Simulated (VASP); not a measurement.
# Ir (Im-3m) in VASP: a series of runs

The runs below take Ir through single point, relaxation of cell and atoms, with BLYP.

Program: VASP 6.6.1. These are calculated values, not measurements. Logs are shortened: lines on timing, memory, paths and dates and some standing lists are left out, and cuts for length are marked.

### Step 1. The cell of the first run

The structure is cubic, space group Im-3m (No. 229). Conventional cell: a = 3.167 Å, b = 3.167 Å, c = 3.167 Å, α = 90.00°, β = 90.00°, γ = 90.00°. Ir (site symmetry m-3m) has 14 Ir at 2.74 to 3.17 Å within 3.6 Å.

This isn't the form of Ir at room conditions, which is fcc.

### Step 2. Single point, BLYP

File INCAR:

```
SYSTEM = Ir
  PREC = Accurate
  ENCUT = 560
  EDIFF = 1E-6
  ISMEAR = -1
  SIGMA = 0.1
  LREAL = .False.
  LASPH = .True.
  NELM = 120
  ALGO = Normal
  ISIF = 2
  LWAVE = .False.
  LCHARG = .False.
  GGA = B5
  ALDAX = 1.0
  AGGAX = 1.0
  AGGAC = 1.0
  ALDAC = 0.0
  NBANDS = 14
  GGA_COMPAT = .False.
```

File KPOINTS:

```
regular mesh
0
Gamma
  14 14 14
  0 0 0
```

File POSCAR:

```
Ir
1.0
   -1.5833006708      1.5833006708      1.5833006708
    1.5833006708     -1.5833006708      1.5833006708
    1.5833006708      1.5833006708     -1.5833006708
Ir
1
Direct
    0.0000000000      0.0000000000      0.0000000000
```

Potentials or basis: VASP PAW PBE potentials, release 64 (Ir_sv_GW).

Started as:

```console
$ cat potpaw_PBE.64/Ir_sv_GW/POTCAR > POTCAR
$ mpirun -np 1 vasp_std > vasp.out
```

OUTCAR:

```text
SYSTEM = Ir
   PREC = Accurate
   ENCUT = 560
   EDIFF = 1E-6
   ISMEAR = -1
   LREAL = .False.
   LASPH = .True.
   NELM = 120
   ISIF = 2
   GGA = B5

 ion  position               nearest neighbor table
   1  0.000  0.000  0.000-

  LATTYP: Found a body centered cubic cell.
 ALAT       =     3.1666013416

  Lattice vectors:

 A1 = (  -1.5833006708,   1.5833006708,   1.5833006708)
 A2 = (   1.5833006708,  -1.5833006708,   1.5833006708)
 A3 = (   1.5833006708,   1.5833006708,  -1.5833006708)

Analysis of symmetry for initial positions (statically):
=====================================================================
 Subroutine PRICEL returns:
 Original cell was already a primitive cell.

 Routine SETGRP: Setting up the symmetry group for a
 body centered cubic supercell.

 Subroutine GETGRP returns: Found 48 space group operations
 (whereof 48 operations were pure point group operations)
 out of a pool of 48 trial point group operations.

The static configuration has the point symmetry O_h .

Analysis of symmetry for dynamics (positions and initial velocities):
=====================================================================
 Subroutine PRICEL returns:
 Original cell was already a primitive cell.

 Routine SETGRP: Setting up the symmetry group for a
 body centered cubic supercell.

 Subroutine GETGRP returns: Found 48 space group operations
 (whereof 48 operations were pure point group operations)
 out of a pool of 48 trial point group operations.

The dynamic configuration has the point symmetry O_h .

 Subroutine INISYM returns: Found 48 space group operations
 (whereof 48 operations are pure point group operations),
 and found     1 'primitive' translations

----------------------------------------------------------------------------------------

                                     Primitive cell

  volume of cell :      15.8763

  direct lattice vectors                    reciprocal lattice vectors
    -1.583300671  1.583300671  1.583300671     0.000000000  0.315795988  0.315795988
     1.583300671 -1.583300671  1.583300671     0.315795988  0.000000000  0.315795988
     1.583300671  1.583300671 -1.583300671     0.315795988  0.315795988  0.000000000

  length of vectors
     2.742357205  2.742357205  2.742357205     0.446602969  0.446602969  0.446602969

  position of ions in fractional coordinates (direct lattice)
     0.000000000  0.000000000  0.000000000

  ion indices of the primitive-cell ions
   primitive index   ion index
                 1           1

----------------------------------------------------------------------------------------

 KPOINTS: regular mesh

Automatic generation of k-mesh.
 Grid dimensions read from file:
 generate k-points for:   14   14   14

 Generating k-lattice:

  Cartesian coordinates                     Fractional coordinates (reciprocal lattice)
     0.000000000  0.022556856  0.022556856     0.071428571  0.000000000  0.000000000
     0.022556856  0.000000000  0.022556856     0.000000000  0.071428571  0.000000000
     0.022556856  0.022556856  0.000000000     0.000000000  0.000000000  0.071428571

  Length of vectors
     0.031900212  0.031900212  0.031900212

  Shift w.r.t. Gamma in fractional coordinates (k-lattice)
     0.000000000  0.000000000  0.000000000

 Subroutine IBZKPT returns following result:
 ===========================================

 Found    104 irreducible k-points:

 Following reciprocal coordinates:
            Coordinates               Weight
  0.000000  0.000000  0.000000      1.000000
  0.071429  0.000000  0.000000     12.000000
  0.142857  0.000000  0.000000     12.000000
  0.214286  0.000000  0.000000     12.000000
  0.285714  0.000000  0.000000     12.000000
  0.357143  0.000000  0.000000     12.000000
[... 16 lines left out ...]
  0.285714  0.285714  0.000000     24.000000
  0.357143  0.285714 -0.000000     24.000000
 [... further k-points ...]
   k-points           NKPTS =    104   k-points in BZ     NKDIM =    104   number of bands    NBANDS=     14
   number of dos      NEDOS =    301   number of ions     NIONS =      1
   total plane-waves  NPLWV =  13824
   dimension x,y,z NGX =    24 NGY =   24 NGZ =   24
   dimension x,y,z NGXF=    48 NGYF=   48 NGZF=   48
   ions per type =               1
   NGX,Y,Z   is equivalent  to a cutoff of  14.55, 14.55, 14.55 a.u.
   NGXF,Y,Z  is equivalent  to a cutoff of  29.10, 29.10, 29.10 a.u.
 SYSTEM =  Ir
   PREC   = accura    normal or accurate (medium, high low for compatibility)
   ISTART =      0    job   : 0-new  1-cont  2-samecut
   ICHARG =      2    charge: 1-file 2-atom 10-const
   ISPIN  =      1    spin polarized calculation?
   LNONCOLLINEAR =      F non collinear calculations
   LSORBIT =      F    spin-orbit coupling
   LASPH  =      T    aspherical Exc in radial PAW
   ENCUT  =  560.0 eV  41.16 Ry    6.42 a.u.   5.29  5.29  5.29*2*pi/ulx,y,z
   NELM   =    120;   NELMIN=  2; NELMDL= -5     # of ELM steps
[... 23 lines left out ...]
  Thomas-Fermi vector in A             =   2.759568
   LORBIT       =      0    0 simple, 1 ext, 2 COOP (PROOUT), +10 PAW based schemes
   GGA     = B5    functional components
   LHFCALC =     F    Hartree Fock is set to
   AEXX    =    0.0000 exact exchange contribution
   IVDW    =     0    specifies the selected vdW correction
   LEPSILON=     F    determine dielectric tensor
   LRPA    =     F    only Hartree local field effects (RPA)
 non-spin polarized calculation
  energy-cutoff  :      560.00
  volume of cell :       15.88
 maximum number of plane-waves:       490
 NGX is ok and might be reduce to    24
   NGX = 11   NGY = 11   NGZ = 11

 number of electron      17.0000000 magnetization

 Free energy of the ion-electron system (eV)
  ---------------------------------------------------
  ext. energy  EPLUGINS =         0.00000000
  ---------------------------------------------------
  free energy    TOTEN  =        -7.55290929 eV

  energy without entropy =       -7.47633516  energy(sigma->0) =       -7.51462223

 E-fermi :  11.1153     XC(G=0): -13.1114

 val. band max:       11.1147688740   @ k =   0.2857   0.2143   0.1429
 cond. band min:      11.1319268488   @ k =   0.3571   0.0714  -0.0000
 fundamental gap:      0.0171579748
 Fermi energy:        11.1152751330

 k-point     1 :       0.0000    0.0000    0.0000
  band No.  band energies     occupation
      1     -80.5804      2.00000
      2     -37.4054      2.00000
      3     -37.4054      2.00000
      4     -37.4054      2.00000
      5       1.6203      2.00000
      6       7.9783      2.00000
      7       7.9783      2.00000
      8       7.9783      2.00000
      9      10.6733      1.97622
     10      10.6733      1.97622
     11      27.6631      0.00000
     12      27.6631      0.00000
     13      27.6631      0.00000
     14      38.3403      0.00000

 k-point     2 :       0.0714    0.0000    0.0000
  band No.  band energies     occupation
      1     -80.5791      2.00000
      2     -37.4343      2.00000
      3     -37.4153      2.00000
      4     -37.4057      2.00000
      5       1.8351      2.00000
      6       7.8874      2.00000
      7       7.9756      2.00000
      8       8.1595      2.00000
      9      10.5526      1.99282
     10      10.6793      1.97476
     11      27.7799      0.00000
     12      27.9176      0.00000
     13      27.9909      0.00000
     14      35.8480      0.00000

 k-point     3 :       0.1429    0.0000    0.0000
  band No.  band energies     occupation
      1     -80.5730      2.00000
      2     -37.5111      2.00000
      3     -37.4419      2.00000
      4     -37.4056      2.00000
      5       2.4456      2.00000
      6       7.6418      2.00000
      7       7.9463      2.00000
      8       8.6906      2.00000
      9      10.3121      1.99935
     10      10.7030      1.96813
     11      27.9063      0.00000
     12      28.2393      0.00000
     13      28.9381      0.00000
     14      33.9619      0.00000
[... 324 lines left out ...]
 k-point    23 :       0.2857    0.2857    0.0000
  band No.  band energies     occupation
      1     -80.5343      2.00000
      2     -37.8442      2.00000
      3     -37.7009      2.00000
      4     -37.4711      2.00000
      5       5.8485      2.00000
      6       7.0388      2.00000
      7       7.9023      2.00000
      8      10.5926      1.98932
      9      11.1598      0.78097
     10      16.3455      0.00000
     11      18.6445      0.00000
     12      21.8283      0.00000
     13      27.4350      0.00000
     14      32.5781      0.00000

 k-point    24 :       0.3571    0.2857   -0.0000
  band No.  band energies     occupation
      1     -80.5331      2.00000
      2     -37.8233      2.00000
      3     -37.7414      2.00000
      4     -37.4744      2.00000
      5       5.9028      2.00000
      6       7.1646      2.00000
      7       7.8383      2.00000
      8      10.7606      1.94396
      9      11.1492      0.83203
     10      17.1187      0.00000
     11      18.3721      0.00000
     12      20.7361      0.00000
     13      27.6168      0.00000
     14      33.1004      0.00000

 [... further k-points ...]

------------------------ aborting loop because EDIFF is reached ----------------------------------------

  FORCE on cell =-STRESS in cart. coord.  units (eV):
  Direction    XX          YY          ZZ          XY          YZ          ZX
  --------------------------------------------------------------------------------------
  -------------------------------------------------------------------------------------
  Total       -0.0325836     -0.0325836     -0.0325836      0.0000000     -0.0000000     -0.0000000
  in kB       -3.2882075     -3.2882075     -3.2882075      0.0000000     -0.0000000     -0.0000000
  external PRESSURE =      -3.2882075 kB  Pullay stress =       0.0000000 kB

 VOLUME and BASIS-vectors are now :
 -----------------------------------------------------------------------------
  energy-cutoff  :      560.00
  volume of cell :       15.88
      direct lattice vectors                 reciprocal lattice vectors
    -1.583300671  1.583300671  1.583300671     0.000000000  0.315795988  0.315795988
     1.583300671 -1.583300671  1.583300671     0.315795988  0.000000000  0.315795988
     1.583300671  1.583300671 -1.583300671     0.315795988  0.315795988  0.000000000

 POSITION                                       TOTAL-FORCE (eV/Angst)
 -----------------------------------------------------------------------------------
      0.00000      0.00000      0.00000         0.000000     -0.000000     -0.000000
 -----------------------------------------------------------------------------------
    total drift:                                0.000000      0.000000     -0.000000

  FREE ENERGIE OF THE ION-ELECTRON SYSTEM (eV)
  ---------------------------------------------------
  free  energy   TOTEN  =        -7.5529092889 eV

  energy  without entropy=       -7.4763351643  energy(sigma->0) =       -7.51462223
```

It took 15 s on 1 thread of Intel Xeon Platinum 8559C (Emerald Rapids), shared host; peak memory 0.16 GiB.

Results:

```
Free energy            : -7.5529 eV
Pressure               : -0.3 GPa
Band gap on the k mesh : zero (an odd number of electrons rules out a gap without spin polarisation)
```

Caveat: the PAW data sets were made with another functional, which shifts forces and pressure a little; spin-orbit coupling is left out, which moves the levels of the heavy elements.

### Step 3. Single point, BLYP (14.61 Å³/atom)

This run uses another cell than the first one, of 14.61 Å³/atom.

File INCAR:

```
SYSTEM = Ir
AGGAC = 1.0
AGGAX = 1.0
ALDAC = 0.0
ALDAX = 1.0
ALGO = Normal
EDIFF = 1E-6
ENCUT = 560
GGA = B5
GGA_COMPAT = .FALSE.
ISIF = 2
ISMEAR = -1
LASPH = .TRUE.
LCHARG = .FALSE.
LREAL = .FALSE.
LWAVE = .FALSE.
NBANDS = 14
NELM = 120
PREC = Accurate
SIGMA = 0.1
```

File KPOINTS:

```
k-points
0
G
  16 16 16
  0 0 0
```

File POSCAR:

```
Ir
1.0
   -1.5399005410      1.5399005410      1.5399005410
    1.5399005410     -1.5399005410      1.5399005410
    1.5399005410      1.5399005410     -1.5399005410
Ir
1
Direct
    0.0000000000      0.0000000000      0.0000000000
```

Potentials or basis: VASP PAW PBE potentials, release 64 (Ir_sv_GW).

Started as:

```console
$ cat potpaw_PBE.64/Ir_sv_GW/POTCAR > POTCAR
$ mpirun -np 1 vasp_std > vasp.out
```

Wall time 15 s (1 thread of Intel Xeon 6975P-C (Granite Rapids), shared host); peak memory 0.17 GiB.

It converged, with:

* Free energy: -7.4431 eV
* Pressure: 26.4 GPa
* Band gap on the k mesh: zero (an odd number of electrons rules out a gap without spin polarisation)

Levels at points of the mesh, in eV from the Fermi level:
| k point | band 5 | band 6 | band 7 | band 8 | band 9 | band 10 | band 11 | band 12 |
| --- | --- | --- | --- | --- | --- | --- | --- | --- |
| (0.00, 0.00, 0.00) | -10.29 | -3.55 | -3.55 | -3.55 | -0.52 | -0.52 | 16.53 | 16.53 |
| (0.50, 0.00, 0.00) | -7.31 | -5.33 | -0.70 | -0.04 | 0.31 | 2.26 | 8.01 | 12.97 |
| (0.50, 0.50, 0.50) | -6.87 | -6.87 | 1.56 | 1.56 | 1.56 | 8.10 | 8.10 | 8.10 |

Caveat: the cell stands under pressure; the PAW data sets were made with another functional, which shifts forces and pressure a little; spin-orbit coupling is left out, which moves the levels of the heavy elements.

### Step 4. Single point, BLYP (16.51 Å³/atom)

This run uses another cell than the first one, of 16.51 Å³/atom.

File INCAR:

```
PREC = Accurate
ENCUT = 560
EDIFF = 1E-6
ISMEAR = -1
SIGMA = 0.1
LREAL = F
LASPH = T
NELM = 120
ALGO = Normal
ISIF = 2
LWAVE = F
LCHARG = T
GGA = B5
ALDAX = 1.0
AGGAX = 1.0
AGGAC = 1.0
ALDAC = 0.0
LELF = T
LVHAR = T
NBANDS = 14
GGA_COMPAT = F
```

File KPOINTS:

```
regular mesh
0
Gamma
  16 16 16
```

File POSCAR:

```
Ir
1.0
   -1.6041359637      1.6041359637      1.6041359637
    1.6041359637     -1.6041359637      1.6041359637
    1.6041359637      1.6041359637     -1.6041359637
Ir
1
Direct
    0.0000000000      0.0000000000      0.0000000000
```

Started as:

```console
$ cat potpaw_PBE.64/Ir_sv_GW/POTCAR > POTCAR
$ mpirun -np 1 vasp_std > vasp.out
```

Run time: 28 s. Hardware: 1 thread of Intel Xeon Platinum 8259CL at 2.50GHz (Skylake/Cascade Lake), shared host; peak memory 0.17 GiB.

Results (log left out):

| Quantity | Value |
| --- | --- |
| Free energy | -7.5363 eV |
| Pressure | -9.3 GPa |
| Band gap on the k mesh | zero (an odd number of electrons rules out a gap without spin polarisation) |

Levels at points of the mesh, in eV from the Fermi level:
```
           k point  band 6  band 7  band 8  band 9  band 10  band 11
(0.00, 0.00, 0.00)   -2.95   -2.95   -2.95   -0.40    -0.40    16.54
(0.50, 0.00, 0.00)   -4.42   -0.59   -0.05    0.53     1.82     6.73
(0.50, 0.50, 0.50)   -5.66    1.26    1.26    1.26     7.65     7.65
```

Caveat: the cell stands under tension; the PAW data sets were made with another functional, which shifts forces and pressure a little; spin-orbit coupling is left out, which moves the levels of the heavy elements.

### Step 5. Relaxation of cell and atoms, BLYP

This run uses another cell than the first one, of 14.15 Å³/atom.

File INCAR:

```
AGGAC = 1.0 ; AGGAX = 1.0
ALDAC = 0.0 ; ALDAX = 1.0
ALGO = Normal ; EDIFF = 1E-7
EDIFFG = -0.01 ; ENCUT = 560
GGA = B5 ; GGA_COMPAT = F
IBRION = 2 ; ISIF = 3
ISMEAR = -1 ; LASPH = T
LCHARG = F ; LREAL = F
LWAVE = F ; NELM = 120
NELMIN = 4 ; NSW = 80
PREC = Accurate ; SIGMA = 0.1
```

File KPOINTS:

```
k-points
0
Gamma
  14 14 14
```

File POSCAR:

```
Ir
1.0
   -1.5236668997      1.5236668997      1.5236668997
    1.5236668997     -1.5236668997      1.5236668997
    1.5236668997      1.5236668997     -1.5236668997
Ir
1
Direct
    0.0000000000      0.0000000000      0.0000000000
```

Started as:

```console
$ cat potpaw_PBE.64/Ir_sv_GW/POTCAR > POTCAR
$ mpirun -np 1 vasp_std > vasp.out
```

Run time: 96 s. Hardware: 1 thread of Intel Xeon Platinum 8259CL at 2.50GHz (Skylake/Cascade Lake), shared host; peak memory 0.15 GiB.

The run converged. Its results:

| Property | Result |
| --- | --- |
| Free energy | -7.5314 eV |
| Relaxed volume | 15.81 Å³/atom |
| Relaxed cell | a = 2.738 Å, b = 2.738 Å, c = 2.738 Å, α = 109.47°, β = 109.47°, γ = 109.47° |
| Space group after relaxing (to 0.1 Å) | Im-3m (No. 229) |
| Pressure after relaxing | 0.0 GPa |
| Band gap on the k mesh | zero (an odd number of electrons rules out a gap without spin polarisation) |

Final structure:
```xyz
1
Lattice="-1.5809 1.5809 1.5809 1.5809 -1.5809 1.5809 1.5809 1.5809 -1.5809" Properties=species:S:1:pos:R:3 pbc="T T T"
Ir    0.0000    0.0000    0.0000
```

Levels at points of the mesh, in eV from the Fermi level:
```
           k point  band 5  band 6  band 7  band 8  band 9  band 10  band 11  band 12
(0.00, 0.00, 0.00)   -9.53   -3.16   -3.16   -3.16   -0.45    -0.45    16.55    16.55
(0.50, 0.00, 0.00)   -6.57   -4.74   -0.63   -0.05    0.44     1.96     7.16    12.95
(0.50, 0.50, 0.50)   -6.07   -6.07    1.36    1.36    1.36     7.80     7.80     7.80
```

Caveat: the PAW data sets were made with another functional, which shifts forces and pressure a little; spin-orbit coupling is left out, which moves the levels of the heavy elements.

### Step 6. Single point, BLYP (17.15 Å³/atom)

This run uses another cell than the first one, of 17.15 Å³/atom.

File INCAR:

```
PREC = Accurate ; ENCUT = 560
EDIFF = 1E-6 ; ISMEAR = -1
SIGMA = 0.1 ; LREAL = F
LASPH = T ; NELM = 120
ALGO = Normal ; ISIF = 2
LWAVE = F ; LCHARG = T
GGA = B5 ; ALDAX = 1.0
AGGAX = 1.0 ; AGGAC = 1.0
ALDAC = 0.0 ; LELF = T
LVHAR = T ; NBANDS = 14
GGA_COMPAT = F
```

File KPOINTS:

```
regular mesh
0
Gamma
  16 16 16
```

File POSCAR:

```
Ir
1.0
   -1.6244436381      1.6244436381      1.6244436381
    1.6244436381     -1.6244436381      1.6244436381
    1.6244436381      1.6244436381     -1.6244436381
Ir
1
Direct
    0.0000000000      0.0000000000      0.0000000000
```

Potentials or basis: VASP PAW PBE potentials, release 64 (Ir_sv_GW).

Started as:

```console
$ cat potpaw_PBE.64/Ir_sv_GW/POTCAR > POTCAR
$ mpirun -np 1 vasp_std > vasp.out
```

Run time: 24 s. Hardware: 1 thread of Intel Xeon Platinum 8488C (Sapphire Rapids), shared host; peak memory 0.17 GiB.

Results (log left out):

```
Free energy            : -7.4901 eV
Pressure               : -16.4 GPa
Band gap on the k mesh : zero (an odd number of electrons rules out a gap without spin polarisation)
```

Levels at points of the mesh, in eV from the Fermi level:
| k point | band 6 | band 7 | band 8 | band 9 | band 10 | band 11 |
| --- | --- | --- | --- | --- | --- | --- |
| (0.00, 0.00, 0.00) | -2.79 | -2.79 | -2.79 | -0.37 | -0.37 | 16.52 |
| (0.50, 0.00, 0.00) | -4.17 | -0.56 | -0.05 | 0.60 | 1.71 | 6.37 |
| (0.50, 0.50, 0.50) | -5.33 | 1.18 | 1.18 | 1.18 | 7.53 | 7.53 |

Caveat: the cell stands under tension; the PAW data sets were made with another functional, which shifts forces and pressure a little; spin-orbit coupling is left out, which moves the levels of the heavy elements.

### Step 7. The runs side by side

| task | cell | k mesh | gap on the mesh (eV) | pressure (GPa) |
| --- | --- | --- | --- | --- |
| single point | a = 2.742 Å, angles 109.5°, 1 atom | 14 × 14 × 14 | none | -0.3 |
| single point | a = 2.667 Å, angles 109.5°, 1 atom | 16 × 16 × 16 | none | 26.4 |
| single point | a = 2.778 Å, angles 109.5°, 1 atom | 16 × 16 × 16 | none | -9.3 |
| relaxation of cell and atoms | relaxed from a = 2.639 Å, angles 109.5°, 1 atom | 14 × 14 × 14 | none | 0.0 |
| single point | a = 2.814 Å, angles 109.5°, 1 atom | 16 × 16 × 16 | none | -16.4 |

Alike in all rows: level BLYP; potentials or basis VASP PAW PBE potentials, release 64 (Ir_sv_GW); no spin polarisation; cutoff (eV) 560; smearing fermi-dirac 0.1 eV.

Caveats: the PAW data sets were made with another functional, which shifts forces and pressure a little; spin-orbit coupling is left out, which moves the levels of the heavy elements; the cell stands under tension (at least some runs); the cell stands under pressure (at least some runs).

Total energies depend on the potentials used, so only differences within one code and one set of settings carry meaning.
